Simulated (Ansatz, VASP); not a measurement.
**InSb3: VASP beside Ansatz**

Contents of INCAR:

```
SYSTEM = InSb3
PREC = Accurate ; ENCUT = 520
EDIFF = 1E-6 ; ISMEAR = 0
SIGMA = 0.15 ; LREAL = .FALSE.
LASPH = .TRUE. ; NELM = 100
ALGO = Normal ; ISIF = 2
LWAVE = .FALSE. ; LCHARG = .FALSE.
GGA = PS ; NBANDS = 22
```

File KPOINTS:

```
regular mesh
0
G
  10 10 10
  0 0 0
```

The input POSCAR:

```
InSb3
1.0
    5.0242051309      0.0000000000      0.0000000000
    0.0000000000      5.0242051309      0.0000000000
    0.0000000000      0.0000000000      4.1881773971
In Sb
1 3
Direct
    0.0000000000      0.0000000000      0.0000000000
    0.5000000000      0.0000000000      0.5000000000
    0.0000000000      0.5000000000      0.5000000000
    0.5000000000      0.5000000000      0.0000000000
```

Input for Ansatz:

```yaml
crystal:
  lattice:
    - [5.0242051309, 0.0, 0.0]
    - [0.0, 5.0242051309, 0.0]
    - [0.0, 0.0, 4.1881773971]
  atoms:
    - { symbol: In, position: [0.0, 0.0, 0.0] }
    - { symbol: Sb, position: [0.5, 0.0, 0.5] }
    - { symbol: Sb, position: [0.0, 0.5, 0.5] }
    - { symbol: Sb, position: [0.5, 0.5, 0.0] }
basis:
  ecutwfc: 420
kpoints:
  mp_grid: { grid: [10, 10, 10] }
hamiltonian:
  xc: pbesol
  pseudopotentials: { kind: paw, azcp: { folder: soft_1 } }
scf:
  occupations: { method: gaussian, width: 0.15 }
output:
  forces: true
  stress: true
  eigenvalues: true
```

Alike in both runs: task single point; functional PBEsol; k mesh 10 × 10 × 10; occupations gaussian, width 0.15 eV; no spin polarisation.

|  | VASP | Ansatz |
| --- | --- | --- |
| version | VASP 6.6.1 | Ansatz 0.2.0 |
| potentials or method | VASP PAW PBE potentials, release 64 (In_d, Sb), cutoff 520 eV | scalar-relativistic, plane waves, PAW |
| valence electrons in the cell | 28 | 58 |

|  | VASP | Ansatz | Ansatz less VASP |
| --- | --- | --- | --- |
| gap on the k mesh at the Fermi level (eV) | none | none | - |
| pressure (GPa) | -0.4 | -0.4 | 0.00 |
| traceless stress, the component that is largest in VASP (GPa) | -1.11 | -1.11 | +0.006 |

VASP's potentials were made for PBE, not for PBEsol, and Ansatz warns of the same on its side. A gap of «none» marks a metal or a gap that the smearing closes. With one functional, cell and mesh, what is left measures potentials, basis and numerics. VASP's potentials hold 28 valence electrons a cell and Ansatz's 58, so a difference there can come from the potentials and not from the codes.

Neither program's run includes spin-orbit coupling.
